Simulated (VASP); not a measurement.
# KBr (Fm-3m) in VASP: electric field gradients with r2SCAN

Aim: the electric field gradients of KBr with r2SCAN.

Program: VASP 6.6.1. These are calculated values, not measurements. Logs are shortened: lines on timing, memory, paths and dates and some standing lists are left out, and cuts for length are marked.

### 1 The cell of the first run

It takes space group Fm-3m (No. 225, cubic). Conventional cell: a = 6.672 Å, b = 6.672 Å, c = 6.672 Å, α = 90.00°, β = 90.00°, γ = 90.00°. Within 4.4 Å of K (site symmetry m-3m) lie 6 Br at 3.34 Å. Br (site symmetry m-3m) has 6 K at 3.34 Å within 4.4 Å.

### 2 Electric field gradients, r2SCAN (37.12 Å³/atom)

The input, POSCAR:

```
KBr
1.0
    0.0000000000      3.3358273371      3.3358273371
    3.3358273371      0.0000000000      3.3358273371
    3.3358273371      3.3358273371      0.0000000000
K Br
1 1
Direct
    0.0000000000      0.0000000000      0.0000000000
    0.5000000000      0.5000000000      0.5000000000
```

The input, INCAR.step1:

```
  PREC = Accurate
  ENCUT = 440
  ISMEAR = -1
  SIGMA = 0.01
  LREAL = F
  LASPH = T
  NELM = 120
  NBANDS = 15
  GGA = PE
  ALGO = Normal
  EDIFF = 1E-5
  LWAVE = T
  LCHARG = F
  GGA_COMPAT = F
```

The input, INCAR.step2:

```
  PREC = Accurate
  ENCUT = 440
  EDIFF = 1E-8
  ISMEAR = -1
  SIGMA = 0.01
  LREAL = F
  LASPH = T
  NELM = 120
  ALGO = Normal
  ISIF = 2
  LWAVE = F
  LCHARG = F
  METAGGA = R2SCAN
  LMIXTAU = T
  LEFG = T
  NBANDS = 15
  ISTART = 1
  GGA_COMPAT = F
```

The input, KPOINTS:

```
regular mesh
0
Gamma
  7 7 7
```

Potentials or basis: VASP PAW PBE potentials, release 64 (K_sv, Br).

Command:

```console
$ cat potpaw_PBE.64/K_sv/POTCAR potpaw_PBE.64/Br/POTCAR > POTCAR
$ cp INCAR.step1 INCAR
$ mpirun -np 1 vasp_std > vasp.out
$ cp INCAR.step2 INCAR
$ mpirun -np 1 vasp_std > vasp.out
```

OUTCAR:

```text
PREC = Accurate
   ENCUT = 440
   EDIFF = 1E-8
   ISMEAR = -1
   LREAL = F
   LASPH = T
   NELM = 120
   ISIF = 2
   METAGGA = R2SCAN
   ISTART = 1

 ion  position               nearest neighbor table
   1  0.000  0.000  0.000-
   2  0.500  0.500  0.500-

  LATTYP: Found a face centered cubic cell.
 ALAT       =     6.6716546742

  Lattice vectors:

 A1 = (   0.0000000000,   3.3358273371,   3.3358273371)
 A2 = (   3.3358273371,   0.0000000000,   3.3358273371)
 A3 = (   3.3358273371,   3.3358273371,   0.0000000000)

Analysis of symmetry for initial positions (statically):
=====================================================================
 Subroutine PRICEL returns:
 Original cell was already a primitive cell.

 Routine SETGRP: Setting up the symmetry group for a
 face centered cubic supercell.

 Subroutine GETGRP returns: Found 48 space group operations
 (whereof 48 operations were pure point group operations)
 out of a pool of 48 trial point group operations.

The static configuration has the point symmetry O_h .

Analysis of symmetry for dynamics (positions and initial velocities):
=====================================================================
 Subroutine PRICEL returns:
 Original cell was already a primitive cell.

 Routine SETGRP: Setting up the symmetry group for a
 face centered cubic supercell.

 Subroutine GETGRP returns: Found 48 space group operations
 (whereof 48 operations were pure point group operations)
 out of a pool of 48 trial point group operations.

The dynamic configuration has the point symmetry O_h .

 Subroutine INISYM returns: Found 48 space group operations
 (whereof 48 operations are pure point group operations),
 and found     1 'primitive' translations

----------------------------------------------------------------------------------------

                                     Primitive cell

  volume of cell :      74.2405

  direct lattice vectors                    reciprocal lattice vectors
     0.000000000  3.335827337  3.335827337    -0.149887854  0.149887854  0.149887854
     3.335827337  0.000000000  3.335827337     0.149887854 -0.149887854  0.149887854
     3.335827337  3.335827337  0.000000000     0.149887854  0.149887854 -0.149887854

  length of vectors
     4.717572262  4.717572262  4.717572262     0.259613378  0.259613378  0.259613378

  position of ions in fractional coordinates (direct lattice)
     0.000000000  0.000000000  0.000000000
     0.500000000  0.500000000  0.500000000

  ion indices of the primitive-cell ions
   primitive index   ion index
                 1           1
                 2           2

----------------------------------------------------------------------------------------

 KPOINTS: regular mesh

Automatic generation of k-mesh.
 Grid dimensions read from file:
 generate k-points for:    7    7    7

 Generating k-lattice:

  Cartesian coordinates                     Fractional coordinates (reciprocal lattice)
    -0.021412551  0.021412551  0.021412551     0.142857143  0.000000000  0.000000000
     0.021412551 -0.021412551  0.021412551     0.000000000  0.142857143  0.000000000
     0.021412551  0.021412551 -0.021412551     0.000000000  0.000000000  0.142857143

  Length of vectors
     0.037087625  0.037087625  0.037087625

  Shift w.r.t. Gamma in fractional coordinates (k-lattice)
     0.000000000  0.000000000  0.000000000

 Subroutine IBZKPT returns following result:
 ===========================================

 Found     20 irreducible k-points:

 Following reciprocal coordinates:
            Coordinates               Weight
  0.000000  0.000000  0.000000      1.000000
  0.142857  0.000000  0.000000      8.000000
  0.285714  0.000000  0.000000      8.000000
  0.428571  0.000000  0.000000      8.000000
  0.142857  0.142857  0.000000      6.000000
  0.285714  0.142857  0.000000     24.000000
[... 12 lines left out ...]
 -0.428571  0.428571  0.142857     24.000000
 -0.285714  0.428571  0.142857     24.000000
   k-points           NKPTS =     20   k-points in BZ     NKDIM =     20   number of bands    NBANDS=     15
   number of dos      NEDOS =    301   number of ions     NIONS =      2
   total plane-waves  NPLWV =  32768
   dimension x,y,z NGX =    32 NGY =   32 NGZ =   32
   dimension x,y,z NGXF=    64 NGYF=   64 NGZF=   64
   ions per type =               1   1
   NGX,Y,Z   is equivalent  to a cutoff of  11.28, 11.28, 11.28 a.u.
   NGXF,Y,Z  is equivalent  to a cutoff of  22.55, 22.55, 22.55 a.u.
 SYSTEM =  unknown system
   PREC   = accura    normal or accurate (medium, high low for compatibility)
   ISTART =      1    job   : 0-new  1-cont  2-samecut
   ICHARG =      0    charge: 1-file 2-atom 10-const
   ISPIN  =      1    spin polarized calculation?
   LNONCOLLINEAR =      F non collinear calculations
   LSORBIT =      F    spin-orbit coupling
   LASPH  =      T    aspherical Exc in radial PAW
   ENCUT  =  440.0 eV  32.34 Ry    5.69 a.u.   8.07  8.07  8.07*2*pi/ulx,y,z
   NELM   =    120;   NELMIN=  2; NELMDL=  0     # of ELM steps
   EDIFF  = 0.1E-07   stopping-criterion for ELM
   LREAL  =      F    real-space projection
   EDIFFG = 0.1E-06   stopping-criterion for IOM
   NSW    =      0    number of steps for IOM
   IBRION =     -1    ionic relax: 0-MD 1-quasi-New 2-CG
   NFREE  =      0    steps in history (QN), initial steepest desc. (CG)
   ISIF   =      2    stress and relaxation
   ISYM   =      2    0-nonsym 1-usesym 2-fastsym
   POTIM  = 0.5000    time-step for ionic-motion
   TEBEG  =    0.0;   TEEND  =   0.0 temperature during run
   PSTRESS=    0.0 pullay stress
   NELECT =      16.0000    total number of electrons
   NUPDOWN=      -1.0000    fix difference up-down
   EMIN   =  10.00;   EMAX   =-10.00  energy-range for DOS
   EFERMI =   0.00;   METHOD = LEGACY
   ISMEAR =    -1;   SIGMA  =   0.01  broadening in eV -4-tet -1-fermi 0-gaus
   EFERMI_NEDOS =   21; number of points for ismear=-14 and -15
   IALGO  =     38    algorithm
   IMIX   =      4    mixing-type and parameters
     AMIX     =   0.40;   BMIX     =  1.00
     AMIX_MAG =   1.60;   BMIX_MAG =  1.00
  volume/ion in A,a.u.               =      37.12       250.50
  Fermi-wavevector in a.u.,A,eV,Ry     =   0.981525  1.854813 13.107729  0.963391
  Thomas-Fermi vector in A             =   2.112538
   LORBIT       =      0    0 simple, 1 ext, 2 COOP (PROOUT), +10 PAW based schemes
   METAGGA = R2SCAN    functional components
   LHFCALC =     F    Hartree Fock is set to
   AEXX    =    0.0000 exact exchange contribution
   IVDW    =     0    specifies the selected vdW correction
   LEPSILON=     F    determine dielectric tensor
   LRPA    =     F    only Hartree local field effects (RPA)
 non-spin polarized calculation
  energy-cutoff  :      440.00
  volume of cell :       74.24
 maximum number of plane-waves:      1580
   NGX = 17   NGY = 17   NGZ = 17

 number of electron      16.0000005 magnetization

 Free energy of the ion-electron system (eV)
  ---------------------------------------------------
  ext. energy  EPLUGINS =         0.00000000
  ---------------------------------------------------
  free energy    TOTEN  =       -23.24486687 eV

  energy without entropy =      -23.24486687  energy(sigma->0) =      -23.24486687

 E-fermi :  -1.9386     XC(G=0):  -7.6090

 val. band max:       -2.2722323524   @ k =   0.0000   0.0000   0.0000
 cond. band min:       2.7161727066   @ k =   0.0000   0.0000   0.0000
 fundamental gap:      4.9884050591
 Fermi energy:        -1.9386392994

 k-point     1 :       0.0000    0.0000    0.0000
  band No.  band energies     occupation
      1     -31.2271      2.00000
      2     -14.9616      2.00000
      3     -13.9295      2.00000
      4     -13.9295      2.00000
      5     -13.9295      2.00000
      6      -2.2722      2.00000
      7      -2.2722      2.00000
      8      -2.2722      2.00000
      9       2.7162      0.00000
     10       5.9580      0.00000
     11       5.9580      0.00000
     12       5.9580      0.00000
     13       6.9189      0.00000
     14       6.9189      0.00000
     15       9.6870      0.00000

 k-point     2 :       0.1429    0.0000    0.0000
  band No.  band energies     occupation
      1     -31.2262      2.00000
      2     -14.9967      2.00000
      3     -13.9303      2.00000
      4     -13.9303      2.00000
      5     -13.8813      2.00000
      6      -2.5288      2.00000
      7      -2.3327      2.00000
      8      -2.3327      2.00000
      9       3.1958      0.00000
     10       5.7975      0.00000
     11       6.2015      0.00000
     12       6.2015      0.00000
     13       7.1774      0.00000
     14       7.1774      0.00000
     15      10.4365      0.00000

 k-point     3 :       0.2857    0.0000    0.0000
  band No.  band energies     occupation
      1     -31.2243      2.00000
      2     -15.0665      2.00000
      3     -13.9322      2.00000
      4     -13.9322      2.00000
      5     -13.7817      2.00000
      6      -3.0082      2.00000
      7      -2.4625      2.00000
      8      -2.4625      2.00000
      9       4.1648      0.00000
     10       5.8192      0.00000
     11       6.8718      0.00000
     12       6.8718      0.00000
     13       7.8727      0.00000
     14       7.8727      0.00000
     15      10.3082      0.00000
[... 271 lines left out ...]
 k-point    19 :      -0.4286    0.4286    0.1429
  band No.  band energies     occupation
      1     -31.2214      2.00000
      2     -14.9451      2.00000
      3     -13.9810      2.00000
      4     -13.9670      2.00000
      5     -13.8741      2.00000
      6      -3.0185      2.00000
      7      -2.6548      2.00000
      8      -2.6548      2.00000
      9       4.7106      0.00000
     10       5.9535      0.00000
     11       6.9249      0.00000
     12       8.0284      0.00000
     13       8.2825      0.00000
     14       9.0203      0.00000
     15       9.4969      0.00000

 k-point    20 :      -0.2857    0.4286    0.1429
  band No.  band energies     occupation
      1     -31.2213      2.00000
      2     -14.9701      2.00000
      3     -13.9861      2.00000
      4     -13.9659      2.00000
      5     -13.8355      2.00000
      6      -2.9070      2.00000
      7      -2.8757      2.00000
      8      -2.6650      2.00000
      9       5.2922      0.00000
     10       6.0161      0.00000
     11       6.7925      0.00000
     12       7.4795      0.00000
     13       8.8874      0.00000
     14       8.9515      0.00000
     15       9.7404      0.00000

------------------------ aborting loop because EDIFF is reached ----------------------------------------

  FORCE on cell =-STRESS in cart. coord.  units (eV):
  Direction    XX          YY          ZZ          XY          YZ          ZX
  --------------------------------------------------------------------------------------
  -------------------------------------------------------------------------------------
  Total       -0.1978487     -0.1978487     -0.1978487     -0.0000000     -0.0000000      0.0000000
  in kB       -4.2697567     -4.2697567     -4.2697567     -0.0000000     -0.0000000      0.0000000
  external PRESSURE =      -4.2697567 kB  Pullay stress =       0.0000000 kB

 VOLUME and BASIS-vectors are now :
 -----------------------------------------------------------------------------
  energy-cutoff  :      440.00
  volume of cell :       74.24
      direct lattice vectors                 reciprocal lattice vectors
     0.000000000  3.335827337  3.335827337    -0.149887854  0.149887854  0.149887854
     3.335827337  0.000000000  3.335827337     0.149887854 -0.149887854  0.149887854
     3.335827337  3.335827337  0.000000000     0.149887854  0.149887854 -0.149887854

 POSITION                                       TOTAL-FORCE (eV/Angst)
 -----------------------------------------------------------------------------------
      0.00000      0.00000      0.00000        -0.000000      0.000000      0.000000
      3.33583      3.33583      3.33583         0.000000     -0.000000     -0.000000
 -----------------------------------------------------------------------------------
    total drift:                                0.000000     -0.000000     -0.000000

  FREE ENERGIE OF THE ION-ELECTRON SYSTEM (eV)
  ---------------------------------------------------
  free  energy   TOTEN  =       -23.2448668749 eV

  energy  without entropy=      -23.2448668749  energy(sigma->0) =      -23.24486687

 Electric field gradients (V/A^2)
---------------------------------------------------------------------
 ion       V_xx      V_yy      V_zz      V_xy      V_xz      V_yz
---------------------------------------------------------------------
   1      -0.000     0.000     0.000     0.000     0.000     0.000
   2      -0.000    -0.000    -0.000     0.001     0.001     0.001
---------------------------------------------------------------------

 Electric field gradients after diagonalization (V/A^2)
 (convention: |V_zz| > |V_xx| > |V_yy|)
----------------------------------------------------------------------
 ion       V_xx      V_yy      V_zz     asymmetry (V_yy - V_xx)/ V_zz
----------------------------------------------------------------------
   1      -0.000    -0.000     0.001       0.000
   2      -0.001    -0.001     0.001       0.000
----------------------------------------------------------------------

           NMR quadrupolar parameters

 Cq : quadrupolar parameter    Cq=e*Q*V_zz/h
 eta: asymmetry parameters     (V_yy - V_xx)/ V_zz
 Q  : nuclear electric quadrupole moment in mb (millibarn)
----------------------------------------------------------------------
 ion       Cq(MHz)       eta       Q (mb)
----------------------------------------------------------------------
   1       0.000       0.000       1.000
   2       0.000       0.000       1.000
----------------------------------------------------------------------
```

Wall time 34 s (1 thread of Intel Xeon 6975P-C (Granite Rapids), shared host); peak memory 0.18 GiB.

What came out:

| Item | Value |
| --- | --- |
| Free energy | -23.2449 eV |
| Pressure | -0.4 GPa |
| Band gap on the k mesh | 4.99 eV |
| Largest electric field gradient by atom | zero within the noise of the run |

Caveat: the PAW data sets were made with another functional, which shifts forces and pressure a little; an odd mesh through Γ misses points on the zone boundary, where band edges can lie.
